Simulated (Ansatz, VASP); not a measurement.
Given: the input of a run of VASP 6.6.1 on Tl.

The input INCAR:

```
SYSTEM = Tl
ALGO = Fast
EDIFF = 1E-6
ENCUT = 520
GGA = PS
ISIF = 2
ISMEAR = -1
LASPH = .TRUE.
LCHARG = .FALSE.
LREAL = .FALSE.
LWAVE = .FALSE.
NBANDS = 34
NELM = 100
PREC = Accurate
SIGMA = 0.05
```

The input KPOINTS:

```
k-points
0
G
  9 9 3
  0 0 0
```

File POSCAR:

```
Tl
1.0
    3.4370126315      0.0000000000      0.0000000000
   -1.7185063158      2.9765402520      0.0000000000
    0.0000000000      0.0000000000     11.0356298018
Tl
4
Direct
    0.6666666667      0.3333333333      0.7500000000
    0.0000000000      0.0000000000      0.5000000000
    0.3333333333      0.6666666667      0.2500000000
    0.0000000000      0.0000000000      0.0000000000
```

Potentials or basis: VASP PAW PBE potentials, release 64 (Tl_d).

Command:

```bash
$ cat potpaw_PBE.64/Tl_d/POTCAR > POTCAR
$ mpirun -np 1 vasp_std > vasp.out
```

Set up the same calculation for Ansatz 0.2.0. Potentials there: all-electron LAPW, scalar-relativistic.

As run (the cutoff follows the program's own potentials):

The input input.yaml:

```yaml
crystal:
  lattice:
    - [3.4370126315, 0.0, 0.0]
    - [-1.7185063158, 2.976540252, 0.0]
    - [0.0, 0.0, 11.0356298018]
  atoms:
    - { symbol: Tl, position: [0.6666666667, 0.3333333333, 0.75] }
    - { symbol: Tl, position: [0.0, 0.0, 0.5] }
    - { symbol: Tl, position: [0.3333333333, 0.6666666667, 0.25] }
    - { symbol: Tl, position: [0.0, 0.0, 0.0] }
kpoints:
  mp_grid: { grid: [9, 9, 3] }
scf:
  occupations: { method: fermi_dirac, width: 0.05 }
hamiltonian:
  xc: pbesol
  pseudopotentials: { kind: all_electron, lapw: { basis_error: 0.001 } }
output:
  forces: true
  stress: true
  eigenvalues: true
```

Potentials or basis: all-electron LAPW, scalar-relativistic.

Launch:

```console
$ ansatz run input.yaml --threads 2 --pin off --max-ram 8192MiB --backend cpu --events-out ev --progress --plain --runs-dir out
```

Both were run:

|  | VASP | Ansatz | Ansatz less VASP |
| --- | --- | --- | --- |
| gap on the k mesh at the Fermi level (eV) | none | none | - |
| pressure (GPa) | 0.2 | 0.3 | +0.07 |
| traceless stress, the component that is largest in VASP (GPa) | 0.09 | 0.10 | +0.004 |

VASP's potentials were made for PBE, not for PBEsol. A gap of «none» marks a metal or a gap that the smearing closes. Ansatz ran all-electron here, and VASP with PAW potentials.

Neither program's run includes spin-orbit coupling.
